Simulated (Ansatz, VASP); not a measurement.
## One calculation of HfO2, two programs

```xyz
6
Lattice="4.8135 0.0000 0.0000 0.0000 4.8135 0.0000 0.0000 0.0000 3.2054" Properties=species:S:1:pos:R:3 pbc="T T T"
Hf    0.0000    0.0000    0.0000
Hf    2.4068    2.4068    1.6027
O     0.9384    3.8751    1.6027
O     1.4683    1.4683    0.0000
O     3.3452    3.3452    0.0000
O     3.8751    0.9384    1.6027
```

Alike in both runs: task single point; functional PBEsol; k mesh 6 × 6 × 8; no spin polarisation.

```csv
,VASP,Ansatz
version,VASP 6.6.1,Ansatz 0.2.0
potentials or method,"VASP PAW PBE potentials, release 64 (Hf_pv, O)","plane waves, PAW"
plane-wave cutoff (eV),520,420
occupations,"methfessel-paxton of order 1, width 0.01 eV","cold, width 0.01 eV"
valence electrons in the cell,44,76
```

```csv
,VASP,Ansatz,Ansatz less VASP
rms of the force components (eV/Å),0.015,0.008,-0.0071
```

VASP's potentials were made for PBE, not for PBEsol. Atom by atom the forces differ by 0.022 eV/Å (rms over components). VASP's potentials hold 44 valence electrons a cell and Ansatz's 76, so a difference there can come from the potentials and not from the codes.

Spin-orbit coupling is off throughout.
